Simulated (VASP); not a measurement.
# RbBr (Pm-3m) in VASP: settings compared

RbBr is run at these levels: BLYP, PBE+D3(BJ); tasks: relaxation of cell and atoms, single point.

Program: VASP 6.6.1. These are calculated values, not measurements. Logs are shortened: lines on timing, memory, paths and dates and some standing lists are left out, and cuts for length are marked.

**1. The cell of the first run**

It takes space group Pm-3m (No. 221, cubic). The conventional cell has a = 4.126 Å, b = 4.126 Å, c = 4.126 Å, α = 90.00°, β = 90.00°, γ = 90.00°. Within 4.7 Å of Rb (site symmetry m-3m) lie 8 Br at 3.57 Å and 6 Rb at 4.13 Å. Br (site symmetry m-3m) has 8 Rb at 3.57 Å and 6 Br at 4.13 Å within 4.7 Å.

**2. Relaxation of cell and atoms, BLYP**

Input file INCAR:

```
AGGAC = 1.0
AGGAX = 1.0
ALDAC = 0.0
ALDAX = 1.0
ALGO = Normal
EDIFF = 1E-7
EDIFFG = -0.02
ENCUT = 600
GGA = B5
IBRION = 2
ISIF = 3
ISMEAR = -1
LASPH = True
LCHARG = False
LREAL = False
LWAVE = False
NELM = 60
NSW = 80
PREC = Accurate
SIGMA = 0.05
```

Input file KPOINTS:

```
k-points
0
Gamma
  7 7 7
```

Input file POSCAR:

```
RbBr
1.0
    4.1260773000      0.0000000000      0.0000000000
    0.0000000000      4.1260773000      0.0000000000
    0.0000000000      0.0000000000      4.1260773000
Rb Br
1 1
Direct
    0.0000000000      0.0000000000      0.0000000000
    0.5000000000      0.5000000000      0.5000000000
```

Potentials or basis: VASP PAW PBE potentials, release 64 (Rb_sv, Br).

On the command line:

```bash
$ cat potpaw_PBE.64/Rb_sv/POTCAR potpaw_PBE.64/Br/POTCAR > POTCAR
$ mpirun -np 1 vasp_std > vasp.out
```

OUTCAR:

```text
EDIFF = 1E-7
   EDIFFG = -0.02
   ENCUT = 600
   GGA = B5
   IBRION = 2
   ISIF = 3
   ISMEAR = -1
   LASPH = True
   LREAL = False
   NELM = 60
   NSW = 80
   PREC = Accurate

 ion  position               nearest neighbor table
   1  0.000  0.000  0.000-   2 3.57   2 3.57   2 3.57   2 3.57   2 3.57   2 3.57   2 3.57   2 3.57

   2  0.500  0.500  0.500-   1 3.57   1 3.57   1 3.57   1 3.57   1 3.57   1 3.57   1 3.57   1 3.57

  LATTYP: Found a simple cubic cell.
 ALAT       =     4.1260773000

  Lattice vectors:

 A1 = (   4.1260773000,   0.0000000000,   0.0000000000)
 A2 = (   0.0000000000,   4.1260773000,   0.0000000000)
 A3 = (   0.0000000000,   0.0000000000,   4.1260773000)

Analysis of symmetry for initial positions (statically):
=====================================================================
 Subroutine PRICEL returns:
 Original cell was already a primitive cell.

 Routine SETGRP: Setting up the symmetry group for a
 simple cubic supercell.

 Subroutine GETGRP returns: Found 48 space group operations
 (whereof 48 operations were pure point group operations)
 out of a pool of 48 trial point group operations.

The static configuration has the point symmetry O_h .

Analysis of symmetry for dynamics (positions and initial velocities):
=====================================================================
 Subroutine PRICEL returns:
 Original cell was already a primitive cell.

 Routine SETGRP: Setting up the symmetry group for a
 simple cubic supercell.

 Subroutine GETGRP returns: Found 48 space group operations
 (whereof 48 operations were pure point group operations)
 out of a pool of 48 trial point group operations.

The dynamic configuration has the point symmetry O_h .

 Subroutine INISYM returns: Found 48 space group operations
 (whereof 48 operations are pure point group operations),
 and found     1 'primitive' translations

----------------------------------------------------------------------------------------

                                     Primitive cell

  volume of cell :      70.2445

  direct lattice vectors                    reciprocal lattice vectors
     4.126077300  0.000000000  0.000000000     0.242360947  0.000000000  0.000000000
     0.000000000  4.126077300  0.000000000     0.000000000  0.242360947  0.000000000
     0.000000000  0.000000000  4.126077300     0.000000000  0.000000000  0.242360947

  length of vectors
     4.126077300  4.126077300  4.126077300     0.242360947  0.242360947  0.242360947

  position of ions in fractional coordinates (direct lattice)
     0.000000000  0.000000000  0.000000000
     0.500000000  0.500000000  0.500000000

  ion indices of the primitive-cell ions
   primitive index   ion index
                 1           1
                 2           2

----------------------------------------------------------------------------------------

 KPOINTS: k-points

Automatic generation of k-mesh.
 Grid dimensions read from file:
 generate k-points for:    7    7    7

 Generating k-lattice:

  Cartesian coordinates                     Fractional coordinates (reciprocal lattice)
     0.034622992  0.000000000  0.000000000     0.142857143  0.000000000  0.000000000
     0.000000000  0.034622992  0.000000000     0.000000000  0.142857143  0.000000000
     0.000000000  0.000000000  0.034622992     0.000000000  0.000000000  0.142857143

  Length of vectors
     0.034622992  0.034622992  0.034622992

  Shift w.r.t. Gamma in fractional coordinates (k-lattice)
     0.000000000  0.000000000  0.000000000

 Subroutine IBZKPT returns following result:
 ===========================================

 Found     20 irreducible k-points:

 Following reciprocal coordinates:
            Coordinates               Weight
  0.000000  0.000000  0.000000      1.000000
  0.142857  0.000000  0.000000      6.000000
  0.285714  0.000000  0.000000      6.000000
  0.428571  0.000000  0.000000      6.000000
  0.142857  0.142857  0.000000     12.000000
  0.285714  0.142857  0.000000     24.000000
[... 12 lines left out ...]
  0.428571  0.428571  0.285714     24.000000
  0.428571  0.428571  0.428571      8.000000
   k-points           NKPTS =     20   k-points in BZ     NKDIM =     20   number of bands    NBANDS=     12
   number of dos      NEDOS =    301   number of ions     NIONS =      2
   total plane-waves  NPLWV =  46656
   dimension x,y,z NGX =    36 NGY =   36 NGZ =   36
   dimension x,y,z NGXF=    72 NGYF=   72 NGZF=   72
   ions per type =               1   1
   NGX,Y,Z   is equivalent  to a cutoff of  14.50, 14.50, 14.50 a.u.
   NGXF,Y,Z  is equivalent  to a cutoff of  29.01, 29.01, 29.01 a.u.
 SYSTEM =  unknown system
   PREC   = accura    normal or accurate (medium, high low for compatibility)
   ISTART =      0    job   : 0-new  1-cont  2-samecut
   ICHARG =      2    charge: 1-file 2-atom 10-const
   ISPIN  =      1    spin polarized calculation?
   LNONCOLLINEAR =      F non collinear calculations
   LSORBIT =      F    spin-orbit coupling
   LASPH  =      T    aspherical Exc in radial PAW
   ENCUT  =  600.0 eV  44.10 Ry    6.64 a.u.   8.24  8.24  8.24*2*pi/ulx,y,z
   NELM   =     60;   NELMIN=  2; NELMDL= -5     # of ELM steps
   EDIFF  = 0.1E-06   stopping-criterion for ELM
   LREAL  =      F    real-space projection
   EDIFFG = -.2E-01   stopping-criterion for IOM
   NSW    =     80    number of steps for IOM
   IBRION =      2    ionic relax: 0-MD 1-quasi-New 2-CG
   NFREE  =      1    steps in history (QN), initial steepest desc. (CG)
   ISIF   =      3    stress and relaxation
   ISYM   =      2    0-nonsym 1-usesym 2-fastsym
   POTIM  = 0.5000    time-step for ionic-motion
   TEBEG  =    0.0;   TEEND  =   0.0 temperature during run
   PSTRESS=    0.0 pullay stress
   NELECT =      16.0000    total number of electrons
   NUPDOWN=      -1.0000    fix difference up-down
   EMIN   =  10.00;   EMAX   =-10.00  energy-range for DOS
   EFERMI =   0.00;   METHOD = LEGACY
   ISMEAR =    -1;   SIGMA  =   0.05  broadening in eV -4-tet -1-fermi 0-gaus
   EFERMI_NEDOS =   21; number of points for ismear=-14 and -15
   IALGO  =     38    algorithm
   IMIX   =      4    mixing-type and parameters
     AMIX     =   0.40;   BMIX     =  1.00
     AMIX_MAG =   1.60;   BMIX_MAG =  1.00
  volume/ion in A,a.u.               =      35.12       237.02
  Fermi-wavevector in a.u.,A,eV,Ry     =   0.999795  1.889338 13.600238  0.999589
  Thomas-Fermi vector in A             =   2.132108
   LORBIT       =      0    0 simple, 1 ext, 2 COOP (PROOUT), +10 PAW based schemes
   GGA     = B5    functional components
   LHFCALC =     F    Hartree Fock is set to
   AEXX    =    0.0000 exact exchange contribution
   IVDW    =     0    specifies the selected vdW correction
   LEPSILON=     F    determine dielectric tensor
   LRPA    =     F    only Hartree local field effects (RPA)
 conjugate gradient relaxation of ions
 non-spin polarized calculation
  energy-cutoff  :      600.00
  volume of cell :       70.24
 maximum number of plane-waves:      2363
 NGX is ok and might be reduce to    36
   NGX = 17   NGY = 17   NGZ = 17

--------------------------------------- Ionic step        1  -------------------------------------------

 number of electron      16.0000001 magnetization

 Free energy of the ion-electron system (eV)
  ---------------------------------------------------
  ext. energy  EPLUGINS =         0.00000000
  ---------------------------------------------------
  free energy    TOTEN  =        -5.50175296 eV

  energy without entropy =       -5.50175296  energy(sigma->0) =       -5.50175296

------------------------ aborting loop because EDIFF is reached ----------------------------------------

  FORCE on cell =-STRESS in cart. coord.  units (eV):
  Direction    XX          YY          ZZ          XY          YZ          ZX
  --------------------------------------------------------------------------------------
  -------------------------------------------------------------------------------------
  Total        0.8775107      0.8775107      0.8775107     -0.0000000     -0.0000000      0.0000000
  in kB       20.0147852     20.0147852     20.0147852     -0.0000000     -0.0000000      0.0000000
  external PRESSURE =      20.0147852 kB  Pullay stress =       0.0000000 kB

 VOLUME and BASIS-vectors are now :
 -----------------------------------------------------------------------------
  energy-cutoff  :      600.00
  volume of cell :       70.24
      direct lattice vectors                 reciprocal lattice vectors
     4.126077300  0.000000000  0.000000000     0.242360947  0.000000000  0.000000000
     0.000000000  4.126077300  0.000000000     0.000000000  0.242360947  0.000000000
     0.000000000  0.000000000  4.126077300     0.000000000  0.000000000  0.242360947
[... 73 lines left out ...]
 POSITION                                       TOTAL-FORCE (eV/Angst)
 -----------------------------------------------------------------------------------
      0.00000      0.00000      0.00000         0.000000      0.000000      0.000000
      2.15668      2.15668      2.15668        -0.000000     -0.000000      0.000000
 -----------------------------------------------------------------------------------
    total drift:                                0.000000      0.000000      0.000000

  FREE ENERGIE OF THE ION-ELECTRON SYSTEM (eV)
  ---------------------------------------------------
  free  energy   TOTEN  =        -5.5526952178 eV

  energy  without entropy=       -5.5526952177  energy(sigma->0) =       -5.55269522

--------------------------------------- Ionic step        4  -------------------------------------------

 number of electron      15.9999999 magnetization

 Free energy of the ion-electron system (eV)
  ---------------------------------------------------
  ext. energy  EPLUGINS =         0.00000000
  ---------------------------------------------------
  free energy    TOTEN  =        -5.55295697 eV

  energy without entropy =       -5.55295697  energy(sigma->0) =       -5.55295697

 E-fermi :   0.2272     XC(G=0):  -7.0871

 val. band max:       -0.9137125492   @ k =   0.4286   0.4286   0.0000
 cond. band min:       2.8408444369   @ k =   0.0000   0.0000   0.0000
 fundamental gap:      3.7545569861
 Fermi energy:         0.2272076391

 k-point     1 :       0.0000    0.0000    0.0000
  band No.  band energies     occupation
      1     -26.2113      2.00000
      2     -13.3312      2.00000
      3     -10.2555      2.00000
      4     -10.2555      2.00000
      5     -10.2555      2.00000
      6      -1.0371      2.00000
      7      -1.0371      2.00000
      8      -1.0371      2.00000
      9       2.8408      0.00000
     10       4.8144      0.00000
     11       4.8144      0.00000
     12       8.5606      0.00000

 k-point     2 :       0.1429    0.0000    0.0000
  band No.  band energies     occupation
      1     -26.2091      2.00000
      2     -13.3285      2.00000
      3     -10.2772      2.00000
      4     -10.2501      2.00000
      5     -10.2501      2.00000
      6      -1.3431      2.00000
      7      -1.0431      2.00000
      8      -1.0431      2.00000
      9       3.2780      0.00000
     10       4.9505      0.00000
     11       5.1698      0.00000
     12       8.4702      0.00000
[... 290 lines left out ...]
 POSITION                                       TOTAL-FORCE (eV/Angst)
 -----------------------------------------------------------------------------------
      0.00000      0.00000      0.00000         0.000000      0.000000      0.000000
      2.15020      2.15020      2.15020        -0.000000     -0.000000      0.000000
 -----------------------------------------------------------------------------------
    total drift:                                0.000000      0.000000      0.000000

  FREE ENERGIE OF THE ION-ELECTRON SYSTEM (eV)
  ---------------------------------------------------
  free  energy   TOTEN  =        -5.5529569687 eV

  energy  without entropy=       -5.5529569687  energy(sigma->0) =       -5.55295697

 reached required accuracy - stopping structural energy minimisation
```

Run time: 3.3 min. Hardware: 1 thread of Intel Xeon 8259CL, shared host; peak memory 0.22 GiB.

What came out:

```yaml
Free_energy: -5.5530 eV
Relaxed_volume: 39.76 Å³/atom
Relaxed_cell: a = 4.300 Å, b = 4.300 Å, c = 4.300 Å, α = 90.00°, β = 90.00°, γ = 90.00°
Space_group_after_relaxing_to_0.1_Å: Pm-3m (No. 221)
Energy_gained_by_relaxing: 25.6 meV/atom
Ionic_steps: 4
Pressure_after_relaxing: 0.0 GPa
Band_gap_on_the_k_mesh: 3.75 eV (least direct gap 3.88 eV)
```

The path:
```
step  energy change (eV)  largest force (eV/Å)  pressure (GPa)  volume (Å³)
   1              0.0000                0.0000            2.00        70.24
   2             -0.0396                0.0000            0.84        74.80
   3             -0.0509                0.0000           -0.12        80.25
   4             -0.0512                0.0000           -0.01        79.53
```

Final structure:
```
Rb Br
1.0
     4.30040    0.00000    0.00000
     0.00000    4.30040    0.00000
     0.00000    0.00000    4.30040
Rb Br
1 1
Direct
  0.00000 0.00000 0.00000
  0.50000 0.50000 0.50000
```

Caveat: the PAW data sets were made with another functional, which shifts forces and pressure a little; an odd mesh through Γ misses points on the zone boundary, where band edges can lie.

**3. Single point, PBE+D3(BJ)**

This run uses another cell than the first one, of 34.64 Å³/atom.

Input file INCAR:

```
PREC = Accurate ; ENCUT = 520
EDIFF = 1E-6 ; ISMEAR = -1
SIGMA = 0.05 ; LREAL = False
LASPH = True ; NELM = 100
ALGO = Normal ; ISIF = 2
LWAVE = False ; LCHARG = True
GGA = PE ; IVDW = 12
LELF = True ; LVHAR = True
NBANDS = 15
```

Input file KPOINTS:

```
regular mesh
0
Gamma
  7 7 7
```

Input file POSCAR:

```
RbBr
1.0
    4.1069281580      0.0000000000      0.0000000000
    0.0000000000      4.1069281580      0.0000000000
    0.0000000000      0.0000000000      4.1069281580
Rb Br
1 1
Direct
    0.0000000000      0.0000000000      0.0000000000
    0.5000000000      0.5000000000      0.5000000000
```

Potentials or basis: VASP PAW PBE potentials, release 64 (Rb_sv, Br).

On the command line:

```bash
$ cat potpaw_PBE.64/Rb_sv/POTCAR potpaw_PBE.64/Br/POTCAR > POTCAR
$ mpirun -np 1 vasp_std > vasp.out
```

OUTCAR:

```text
PREC = Accurate
   ENCUT = 520
   EDIFF = 1E-6
   ISMEAR = -1
   LREAL = False
   LASPH = True
   NELM = 100
   ISIF = 2
   GGA = PE
   IVDW = 12
 IVDW          = 12

 ion  position               nearest neighbor table
   1  0.000  0.000  0.000-   2 3.56   2 3.56   2 3.56   2 3.56   2 3.56   2 3.56   2 3.56   2 3.56

   2  0.500  0.500  0.500-   1 3.56   1 3.56   1 3.56   1 3.56   1 3.56   1 3.56   1 3.56   1 3.56

  LATTYP: Found a simple cubic cell.
 ALAT       =     4.1069281580

  Lattice vectors:

 A1 = (   4.1069281580,   0.0000000000,   0.0000000000)
 A2 = (   0.0000000000,   4.1069281580,   0.0000000000)
 A3 = (   0.0000000000,   0.0000000000,   4.1069281580)

Analysis of symmetry for initial positions (statically):
=====================================================================
 Subroutine PRICEL returns:
 Original cell was already a primitive cell.

 Routine SETGRP: Setting up the symmetry group for a
 simple cubic supercell.

 Subroutine GETGRP returns: Found 48 space group operations
 (whereof 48 operations were pure point group operations)
[... 171 lines left out ...]
      4      -9.6612      2.00000
      5      -9.6612      2.00000
      6      -0.7517      2.00000
      7      -0.7517      2.00000
      8      -0.7517      2.00000
      9       3.5311      0.00000
     10       4.9660      0.00000
     11       4.9660      0.00000
     12       9.3707      0.00000
     13       9.3707      0.00000
     14       9.3707      0.00000
[... 329 lines left out ...]
      2     -12.9492      2.00000
      3      -9.8916      2.00000
      4      -9.8852      2.00000
      5      -9.8852      2.00000
      6      -1.9066      2.00000
      7      -1.9066      2.00000
      8      -1.8488      2.00000
      9       7.1314      0.00000
     10       7.5384      0.00000
     11       7.5384      0.00000
     12       8.6807      0.00000
     13       8.8534      0.00000
     14       8.8534      0.00000
     15      11.7038      0.00000

------------------------ aborting loop because EDIFF is reached ----------------------------------------

 Edisp (eV)   -0.46648

 E8    (eV) :    -0.2297

  FORCE on cell =-STRESS in cart. coord.  units (eV):
  Direction    XX          YY          ZZ          XY          YZ          ZX
  --------------------------------------------------------------------------------------
  -------------------------------------------------------------------------------------
  Total       0.01318     0.01318     0.01318    -0.00000     0.00000    -0.00000
  in kB       0.30476     0.30476     0.30476    -0.00000     0.00000    -0.00000
  external pressure =        0.30 kB  Pullay stress =        0.00 kB

 VOLUME and BASIS-vectors are now :
 -----------------------------------------------------------------------------
  energy-cutoff  :      520.00
  volume of cell :       69.27
      direct lattice vectors                 reciprocal lattice vectors
     4.106928158  0.000000000  0.000000000     0.243490989  0.000000000  0.000000000
     0.000000000  4.106928158  0.000000000     0.000000000  0.243490989  0.000000000
     0.000000000  0.000000000  4.106928158     0.000000000  0.000000000  0.243490989

 POSITION                                       TOTAL-FORCE (eV/Angst)
 -----------------------------------------------------------------------------------
      0.00000      0.00000      0.00000         0.000000      0.000000      0.000000
      2.05346      2.05346      2.05346         0.000000      0.000000      0.000000
 -----------------------------------------------------------------------------------
    total drift:                                0.000000      0.000000     -0.000000

  FREE ENERGIE OF THE ION-ELECTRON SYSTEM (eV)
  ---------------------------------------------------
  free  energy   TOTEN  =        -6.4564008139 eV

  energy  without entropy=       -6.4564008139  energy(sigma->0) =       -6.45640081
```

stdout:

```text
POSCAR found type information on POSCAR RbBr
 POSCAR found :  2 types and       2 ions
 scaLAPACK will be used
 LDA part: xc-table for (Slater+PW92), standard interpolation
 POSCAR, INCAR and KPOINTS ok, starting setup
 FFT: planning ... GRIDC
 FFT: planning ... GRID_SOFT
 FFT: planning ... GRID
 WAVECAR not read
 entering main loop
```

Wall time 20 s (1 thread of Intel Xeon 8259CL, shared host); peak memory 0.19 GiB.

Results:

| Property | Result |
| --- | --- |
| Free energy | -6.4564 eV |
| Pressure | 0.0 GPa |
| Band gap on the k mesh | 4.15 eV (least direct gap 4.28 eV) |
| Dispersion energy per atom | -0.233 eV |

Levels at points of the mesh, in eV from the valence-band top:
```tsv
k point	band 5	band 6	band 7	band 8	band 9	band 10	band 11	band 12
(0.00, 0.00, 0.00)	-9.04	-0.13	-0.13	-0.13	4.15	5.59	5.59	9.99
```

Caveat: an odd mesh through Γ misses points on the zone boundary, where band edges can lie.
